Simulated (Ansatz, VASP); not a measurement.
# One calculation of Pb, two programs

POSCAR

```
Pb
1.0
    0.0000000000      2.4244952108      2.4244952108
    2.4244952108      0.0000000000      2.4244952108
    2.4244952108      2.4244952108      0.0000000000
Pb
1
Direct
    0.0000000000      0.0000000000      0.0000000000
```

INCAR.step1

```
SYSTEM = Pb
ALGO     = Normal         ! electronic algorithm
EDIFF    = 1E-5           ! SCF threshold, eV
ENCUT    = 520            ! plane-wave cutoff, eV
GGA      = PE             ! functional
ISIF     = 2              ! what is computed and relaxed
ISMEAR   = -1             ! smearing method
LASPH    = .True.         ! aspherical terms in the spheres
LCHARG   = .False.        ! write CHGCAR
LREAL    = .False.        ! projectors in reciprocal space
LWAVE    = .True.         ! write WAVECAR
NBANDS   = 13             ! bands
NELM     = 100            ! most SCF steps
PREC     = Accurate       ! precision mode
SIGMA    = 0.05           ! smearing width, eV
```

Contents of INCAR.step2:

```
SYSTEM = Pb
AEXX     = 0.2            ! exact-exchange fraction
AGGAC    = 0.81         
AGGAX    = 0.72         
ALDAC    = 0.19         
ALGO     = Normal         ! electronic algorithm
EDIFF    = 1E-6           ! SCF threshold, eV
ENCUT    = 520            ! plane-wave cutoff, eV
GGA      = B5             ! functional
ISIF     = 2              ! what is computed and relaxed
ISMEAR   = -1             ! smearing method
ISTART   = 1            
LASPH    = .True.         ! aspherical terms in the spheres
LCHARG   = .False.        ! write CHGCAR
LHFCALC  = .True.         ! exact exchange
LREAL    = .False.        ! projectors in reciprocal space
LWAVE    = .False.        ! write WAVECAR
NBANDS   = 13             ! bands
NELM     = 100            ! most SCF steps
PREC     = Accurate       ! precision mode
PRECFOCK = Normal       
SIGMA    = 0.05           ! smearing width, eV
```

File KPOINTS:

```
k-points
0
Gamma
  5 5 5
  0 0 0
```

File input.yaml:

```yaml
crystal:
  lattice:
    - [0.0, 2.4244952108, 2.4244952108]
    - [2.4244952108, 0.0, 2.4244952108]
    - [2.4244952108, 2.4244952108, 0.0]
  atoms:
    - { symbol: Pb, position: [0.0, 0.0, 0.0] }
hamiltonian:
  xc: b3lyp5
  pseudopotentials: { kind: paw }
kpoints:
  mp_grid: { grid: [5, 5, 5] }
scf:
  occupations: { method: fermi_dirac, width: 0.05 }
output:
  forces: true
  stress: true
  eigenvalues: true
```

Alike in both runs: task single point; functional B3LYP5; k mesh 5 × 5 × 5; occupations fermi-dirac, width 0.05 eV; no spin polarisation.

|  | VASP | Ansatz |
| --- | --- | --- |
| version | VASP 6.6.1 | Ansatz 0.2.0 |
| potentials or method | VASP PAW PBE potentials, release 64 (Pb_d) | Ansatz PAW |
| plane-wave cutoff (eV) | 520 | 420 |
| valence electrons in the cell | 14 | 14 |

|  | VASP | Ansatz | Ansatz less VASP |
| --- | --- | --- | --- |
| gap on the k mesh at the Fermi level (eV) | none | none | - |
| pressure (GPa) | 7.9 | 7.8 | -0.07 |

VASP's potentials were made for PBE, not for B3LYP5. A gap of «none» marks a metal or a gap that the smearing closes.

The k mesh is coarse, so the values compare programs but aren't converged. Spin-orbit coupling is off throughout.
